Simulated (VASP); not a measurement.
Input of a VASP 6.6.1 run:

The input INCAR:

```
PREC = Accurate
ENCUT = 520
EDIFF = 1E-7
ISMEAR = -1
SIGMA = 0.03
LREAL = F
LASPH = T
NELM = 100
ALGO = Normal
ISIF = 2
LWAVE = F
LCHARG = T
GGA = PE
LELF = T
LVHAR = T
NBANDS = 13
```

The input KPOINTS:

```
Automatic mesh
0
Gamma
  4 4 4
```

The input POSCAR:

```
Pb
1.0
    0.0000000000      2.4750200000      2.4750200000
    2.4750200000      0.0000000000      2.4750200000
    2.4750200000      2.4750200000      0.0000000000
Pb
1
Direct
    0.0000000000      0.0000000000      0.0000000000
```

Potentials or basis: VASP PAW PBE potentials, release 64 (Pb_d).

The run is started by

```bash
$ cat potpaw_PBE.64/Pb_d/POTCAR > POTCAR
$ mpirun -np 1 vasp_std > vasp.out
```

Problem. Predict the pressure.

Solution. 1.8 GPa.

Problem. Predict the band gap on the k mesh.

Solution. Zero (bands 7 and 8 overlap by 8.79 eV).

Caveat: the k points lie up to 0.55 Å⁻¹ apart, too coarse for converged energies and pressures of a metal; spin-orbit coupling is left out, which moves the levels of the heavy elements.
